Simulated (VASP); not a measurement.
# AlRu in VASP: a series of runs

AlRu is run at these levels: PBEsol; tasks: single point.

Program: VASP 6.6.1. These are calculated values, not measurements. Logs are shortened: lines on timing, memory, paths and dates and some standing lists are left out, and cuts for length are marked.

## (1) The cell of the first run

The structure is cubic, space group Pm-3m (No. 221). Conventional cell: a = 2.976 Å, b = 2.976 Å, c = 2.976 Å, α = 90.00°, β = 90.00°, γ = 90.00°. Al (site symmetry m-3m) has 8 Ru at 2.58 Å and 6 Al at 2.98 Å within 3.4 Å. Within 3.4 Å of Ru (site symmetry m-3m) lie 8 Al at 2.58 Å and 6 Ru at 2.98 Å.

## (2) Single point, PBEsol

File INCAR:

```
PREC = Accurate
ENCUT = 500
EDIFF = 1E-6
ISMEAR = 0
SIGMA = 0.1
LREAL = F
LASPH = T
NELM = 120
ALGO = Normal
ISIF = 2
LWAVE = F
LCHARG = F
GGA = PS
NBANDS = 16
GGA_COMPAT = F
```

File KPOINTS:

```
regular mesh
0
Gamma
  12 12 12
```

File POSCAR:

```
AlRu
1.0
    2.9764078218      0.0000000000      0.0000000000
    0.0000000000      2.9764078218      0.0000000000
    0.0000000000      0.0000000000      2.9764078218
Al Ru
1 1
Direct
    0.0000000000      0.0000000000      0.0000000000
    0.5000000000      0.5000000000      0.5000000000
```

Potentials or basis: VASP PAW PBE potentials, release 64 (Al, Ru_pv).

Run with:

```console
> cat potpaw_PBE.64/Al/POTCAR potpaw_PBE.64/Ru_pv/POTCAR > POTCAR
> mpirun -np 1 vasp_std > vasp.out
```

OUTCAR:

```text
PREC = Accurate
   ENCUT = 500
   EDIFF = 1E-6
   ISMEAR = 0
   LREAL = F
   LASPH = T
   NELM = 120
   ISIF = 2
   GGA = PS

 ion  position               nearest neighbor table
   1  0.000  0.000  0.000-   2 2.58   2 2.58   2 2.58   2 2.58   2 2.58   2 2.58   2 2.58   2 2.58

   2  0.500  0.500  0.500-   1 2.58   1 2.58   1 2.58   1 2.58   1 2.58   1 2.58   1 2.58   1 2.58

  LATTYP: Found a simple cubic cell.
 ALAT       =     2.9764078218

  Lattice vectors:

 A1 = (   2.9764078218,   0.0000000000,   0.0000000000)
 A2 = (   0.0000000000,   2.9764078218,   0.0000000000)
 A3 = (   0.0000000000,   0.0000000000,   2.9764078218)

Analysis of symmetry for initial positions (statically):
=====================================================================
 Subroutine PRICEL returns:
 Original cell was already a primitive cell.

 Routine SETGRP: Setting up the symmetry group for a
 simple cubic supercell.

 Subroutine GETGRP returns: Found 48 space group operations
 (whereof 48 operations were pure point group operations)
 out of a pool of 48 trial point group operations.

The static configuration has the point symmetry O_h .

Analysis of symmetry for dynamics (positions and initial velocities):
=====================================================================
 Subroutine PRICEL returns:
 Original cell was already a primitive cell.

 Routine SETGRP: Setting up the symmetry group for a
 simple cubic supercell.

 Subroutine GETGRP returns: Found 48 space group operations
 (whereof 48 operations were pure point group operations)
 out of a pool of 48 trial point group operations.

The dynamic configuration has the point symmetry O_h .

 Subroutine INISYM returns: Found 48 space group operations
 (whereof 48 operations are pure point group operations),
 and found     1 'primitive' translations

----------------------------------------------------------------------------------------

                                     Primitive cell

  volume of cell :      26.3680

  direct lattice vectors                    reciprocal lattice vectors
     2.976407822  0.000000000  0.000000000     0.335975464  0.000000000  0.000000000
     0.000000000  2.976407822  0.000000000     0.000000000  0.335975464  0.000000000
     0.000000000  0.000000000  2.976407822     0.000000000  0.000000000  0.335975464

  length of vectors
     2.976407822  2.976407822  2.976407822     0.335975464  0.335975464  0.335975464

  position of ions in fractional coordinates (direct lattice)
     0.000000000  0.000000000  0.000000000
     0.500000000  0.500000000  0.500000000

  ion indices of the primitive-cell ions
   primitive index   ion index
                 1           1
                 2           2

----------------------------------------------------------------------------------------

 KPOINTS: regular mesh

Automatic generation of k-mesh.
 Grid dimensions read from file:
 generate k-points for:   12   12   12

 Generating k-lattice:

  Cartesian coordinates                     Fractional coordinates (reciprocal lattice)
     0.027997955  0.000000000  0.000000000     0.083333333  0.000000000  0.000000000
     0.000000000  0.027997955  0.000000000     0.000000000  0.083333333  0.000000000
     0.000000000  0.000000000  0.027997955     0.000000000  0.000000000  0.083333333

  Length of vectors
     0.027997955  0.027997955  0.027997955

  Shift w.r.t. Gamma in fractional coordinates (k-lattice)
     0.000000000  0.000000000  0.000000000

 Subroutine IBZKPT returns following result:
 ===========================================

 Found     84 irreducible k-points:

 Following reciprocal coordinates:
            Coordinates               Weight
  0.000000  0.000000  0.000000      1.000000
  0.083333  0.000000  0.000000      6.000000
  0.166667  0.000000  0.000000      6.000000
  0.250000  0.000000  0.000000      6.000000
  0.333333  0.000000  0.000000      6.000000
  0.416667  0.000000  0.000000      6.000000
[... 16 lines left out ...]
  0.333333  0.333333  0.000000     12.000000
  0.416667  0.333333  0.000000     24.000000
 [... further k-points ...]
   k-points           NKPTS =     84   k-points in BZ     NKDIM =     84   number of bands    NBANDS=     16
   number of dos      NEDOS =    301   number of ions     NIONS =      2
   total plane-waves  NPLWV =  13824
   dimension x,y,z NGX =    24 NGY =   24 NGZ =   24
   dimension x,y,z NGXF=    48 NGYF=   48 NGZF=   48
   ions per type =               1   1
   NGX,Y,Z   is equivalent  to a cutoff of  13.41, 13.41, 13.41 a.u.
   NGXF,Y,Z  is equivalent  to a cutoff of  26.81, 26.81, 26.81 a.u.
 SYSTEM =  unknown system
   PREC   = accura    normal or accurate (medium, high low for compatibility)
   ISTART =      0    job   : 0-new  1-cont  2-samecut
   ICHARG =      2    charge: 1-file 2-atom 10-const
   ISPIN  =      1    spin polarized calculation?
   LNONCOLLINEAR =      F non collinear calculations
   LSORBIT =      F    spin-orbit coupling
   LASPH  =      T    aspherical Exc in radial PAW
   ENCUT  =  500.0 eV  36.75 Ry    6.06 a.u.   5.43  5.43  5.43*2*pi/ulx,y,z
   NELM   =    120;   NELMIN=  2; NELMDL= -5     # of ELM steps
   EDIFF  = 0.1E-05   stopping-criterion for ELM
   LREAL  =      F    real-space projection
   EDIFFG = 0.1E-04   stopping-criterion for IOM
   NSW    =      0    number of steps for IOM
   IBRION =     -1    ionic relax: 0-MD 1-quasi-New 2-CG
   NFREE  =      0    steps in history (QN), initial steepest desc. (CG)
   ISIF   =      2    stress and relaxation
   ISYM   =      2    0-nonsym 1-usesym 2-fastsym
   POTIM  = 0.5000    time-step for ionic-motion
   TEBEG  =    0.0;   TEEND  =   0.0 temperature during run
   PSTRESS=    0.0 pullay stress
   NELECT =      17.0000    total number of electrons
   NUPDOWN=      -1.0000    fix difference up-down
   EMIN   =  10.00;   EMAX   =-10.00  energy-range for DOS
   EFERMI =   0.00;   METHOD = LEGACY
   ISMEAR =     0;   SIGMA  =   0.10  broadening in eV -4-tet -1-fermi 0-gaus
   EFERMI_NEDOS =   21; number of points for ismear=-14 and -15
   IALGO  =     38    algorithm
   IMIX   =      4    mixing-type and parameters
     AMIX     =   0.40;   BMIX     =  1.00
     AMIX_MAG =   1.60;   BMIX_MAG =  1.00
  volume/ion in A,a.u.               =      13.18        88.97
  Fermi-wavevector in a.u.,A,eV,Ry     =   1.414269  2.672581 27.213787  2.000157
  Thomas-Fermi vector in A             =   2.535829
   LORBIT       =      0    0 simple, 1 ext, 2 COOP (PROOUT), +10 PAW based schemes
   GGA     = PS    functional components
   LHFCALC =     F    Hartree Fock is set to
   AEXX    =    0.0000 exact exchange contribution
   IVDW    =     0    specifies the selected vdW correction
   LEPSILON=     F    determine dielectric tensor
   LRPA    =     F    only Hartree local field effects (RPA)
 non-spin polarized calculation
 Gauss-broadening in eV      SIGMA  =   0.10
  energy-cutoff  :      500.00
  volume of cell :       26.37
 maximum number of plane-waves:       691
 NGX is ok and might be reduce to    24
   NGX = 11   NGY = 11   NGZ = 11

 number of electron      16.9999996 magnetization

 Free energy of the ion-electron system (eV)
  ---------------------------------------------------
  ext. energy  EPLUGINS =         0.00000000
  ---------------------------------------------------
  free energy    TOTEN  =       -15.53015040 eV

  energy without entropy =      -15.52306113  energy(sigma->0) =      -15.52660576

 E-fermi :  10.8086     XC(G=0): -12.7663

 val. band max:       10.8077834742   @ k =   0.0833   0.0833   0.0000
 cond. band min:      10.8263957150   @ k =   0.2500   0.0833   0.0833
 fundamental gap:      0.0186122409
 Fermi energy:        10.8085574120

 k-point     1 :       0.0000    0.0000    0.0000
  band No.  band energies     occupation
      1     -30.9050      2.00000
      2     -30.9050      2.00000
      3     -30.9050      2.00000
      4       1.0397      2.00000
      5       7.1393      2.00000
      6       7.1393      2.00000
[... 8 lines left out ...]
     15      22.8023      0.00000
     16      26.1835      0.00000

 k-point     2 :       0.0833    0.0000    0.0000
  band No.  band energies     occupation
      1     -30.9202      2.00000
      2     -30.9038      2.00000
      3     -30.9038      2.00000
      4       1.1751      2.00000
      5       7.1870      2.00000
      6       7.1878      2.00000
[... 8 lines left out ...]
     15      22.8034      0.00000
     16      26.6051      0.00000

 k-point     3 :       0.1667    0.0000    0.0000
  band No.  band energies     occupation
      1     -30.9614      2.00000
      2     -30.9003      2.00000
      3     -30.9003      2.00000
      4       1.5726      2.00000
      5       7.2808      2.00000
      6       7.3218      2.00000
[... 8 lines left out ...]
     15      23.2040      0.00000
     16      27.9280      0.00000

 k-point     4 :       0.2500    0.0000    0.0000
  band No.  band energies     occupation
      1     -31.0174      2.00000
      2     -30.8955      2.00000
      3     -30.8955      2.00000
      4       2.2071      2.00000
      5       7.2547      2.00000
      6       7.5172      2.00000
[... 8 lines left out ...]
     15      23.7500      0.00000
     16      27.4407      0.00000
[... 324 lines left out ...]
 k-point    22 :       0.5000    0.2500    0.0000
  band No.  band energies     occupation
      1     -31.1138      2.00000
      2     -30.9936      2.00000
      3     -30.8763      2.00000
      4       5.0286      2.00000
      5       6.0761      2.00000
      6       8.5850      2.00000
[... 8 lines left out ...]
     15      22.8061      0.00000
     16      24.6091      0.00000

 k-point    23 :       0.3333    0.3333    0.0000
  band No.  band energies     occupation
      1     -31.0553      2.00000
      2     -31.0513      2.00000
      3     -30.8763      2.00000
      4       4.3684      2.00000
      5       6.8832      2.00000
      6       8.6099      2.00000
[... 8 lines left out ...]
     15      23.4914      0.00000
     16      25.7456      0.00000

 k-point    24 :       0.4167    0.3333    0.0000
  band No.  band energies     occupation
      1     -31.0924      2.00000
      2     -31.0485      2.00000
      3     -30.8727      2.00000
      4       4.7302      2.00000
      5       6.8136      2.00000
      6       8.8613      2.00000
[... 8 lines left out ...]
     15      23.2854      0.00000
     16      26.1277      0.00000

 [... further k-points ...]

------------------------ aborting loop because EDIFF is reached ----------------------------------------

  FORCE on cell =-STRESS in cart. coord.  units (eV):
  Direction    XX          YY          ZZ          XY          YZ          ZX
  --------------------------------------------------------------------------------------
  -------------------------------------------------------------------------------------
  Total       -0.0128388     -0.0128388     -0.0128388     -0.0000000     -0.0000000      0.0000000
  in kB       -0.7801110     -0.7801110     -0.7801110     -0.0000000     -0.0000000      0.0000000
  external PRESSURE =      -0.7801110 kB  Pullay stress =       0.0000000 kB

 VOLUME and BASIS-vectors are now :
 -----------------------------------------------------------------------------
  energy-cutoff  :      500.00
  volume of cell :       26.37
      direct lattice vectors                 reciprocal lattice vectors
     2.976407822  0.000000000  0.000000000     0.335975464  0.000000000  0.000000000
     0.000000000  2.976407822  0.000000000     0.000000000  0.335975464  0.000000000
     0.000000000  0.000000000  2.976407822     0.000000000  0.000000000  0.335975464

 POSITION                                       TOTAL-FORCE (eV/Angst)
 -----------------------------------------------------------------------------------
      0.00000      0.00000      0.00000         0.000000      0.000000      0.000000
      1.48820      1.48820      1.48820         0.000000      0.000000      0.000000
 -----------------------------------------------------------------------------------
    total drift:                                0.000000     -0.000000     -0.000000

  FREE ENERGIE OF THE ION-ELECTRON SYSTEM (eV)
  ---------------------------------------------------
  free  energy   TOTEN  =       -15.5301503966 eV

  energy  without entropy=      -15.5230611311  energy(sigma->0) =      -15.52660576
```

Run time: 39 s. Hardware: 1 thread of Intel Xeon 8259CL, shared host; peak memory 0.16 GiB.

What came out:

```yaml
Free_energy: -15.5302 eV
Pressure: -0.1 GPa
Band_gap_on_the_k_mesh: zero (an odd number of electrons rules out a gap without spin polarisation)
```

Levels at points of the mesh, in eV from the Fermi level:
```tsv
k point	band 6	band 7	band 8	band 9	band 10	band 11	band 12	band 13
(0.00, 0.00, 0.00)	-3.67	0.20	0.20	0.20	6.15	6.15	6.15	11.09
(0.50, 0.00, 0.00)	-2.85	-1.63	-1.63	0.46	2.34	7.45	11.08	11.08
(0.50, 0.50, 0.00)	-1.37	-1.37	-1.19	-1.19	1.57	5.38	6.44	10.73
(0.50, 0.50, 0.50)	-4.71	1.67	1.67	2.70	4.14	4.14	4.14	8.72
```

Caveat: the PAW data sets were made with another functional, which shifts forces and pressure a little.

## (3) Single point, PBEsol (one atom moved)

File INCAR:

```
PREC     = Accurate       # precision mode
ENCUT    = 520            # plane-wave cutoff, eV
EDIFF    = 1E-6           # SCF threshold, eV
ISMEAR   = 0              # smearing method
SIGMA    = 0.1            # smearing width, eV
LREAL    = F              # projectors in reciprocal space
LASPH    = T              # aspherical terms in the spheres
NELM     = 100            # most SCF steps
ALGO     = Fast           # electronic algorithm
ISIF     = 2              # what is computed and relaxed
LWAVE    = F              # write WAVECAR
LCHARG   = F              # write CHGCAR
GGA      = PS             # functional
NBANDS   = 16             # bands
```

KPOINTS is that of step 2.

File POSCAR:

```
AlRu
1.0
    2.9916000000      0.0000000000      0.0000000000
    0.0000000000      2.9916000000      0.0000000000
    0.0000000000      0.0000000000      2.9916000000
Al Ru
1 1
Direct
    0.0000000000      0.0000000000      0.0150421179
    0.5000000000      0.5000000000      0.5000000000
```

Potentials or basis: VASP PAW PBE potentials, release 64 (Al, Ru_pv).

Run with:

```console
> cat potpaw_PBE.64/Al/POTCAR potpaw_PBE.64/Ru_pv/POTCAR > POTCAR
> mpirun -np 1 vasp_std > vasp.out
```

It took 35 s on 1 thread of AMD EPYC 9R45 (Zen 5), shared host; peak memory 0.16 GiB.

Results (log left out):

```
Free energy            : -15.5183 eV
Pressure               : -3.3 GPa
Largest force          : 0.345 eV/Å
Band gap on the k mesh : zero (an odd number of electrons rules out a gap without spin polarisation)
```

Forces in eV/Å, atoms in the order of the input:
```
Al   0.000  0.000 -0.345
Ru   0.000  0.000  0.345
```

Stress tensor (GPa, compression positive):
```
-3.21  0.00  0.00
 0.00 -3.21  0.00
 0.00  0.00 -3.36
```

Levels at points of the mesh, in eV from the Fermi level:
```csv
k point,band 7,band 8,band 9,band 10,band 11,band 12
"(0.00, 0.00, 0.00)",0.19,0.19,0.19,6.08,6.08,6.08
"(0.50, 0.00, 0.00)",-1.60,-1.59,0.45,2.29,7.46,11.01
"(0.00, 0.00, 0.50)",-1.59,-1.59,0.44,2.29,7.46,11.00
"(0.50, 0.50, 0.00)",-1.39,-1.12,-1.12,1.53,5.28,6.27
"(0.00, 0.50, 0.50)",-1.35,-1.16,-1.16,1.54,5.28,6.28
"(0.50, 0.50, 0.50)",1.63,1.63,2.60,4.10,4.10,4.11
```

Caveat: the cell differs from its parent crystal (one atom moved); the cell stands under tension; the PAW data sets were made with another functional, which shifts forces and pressure a little.

(Part 1 of 2 ends here.)
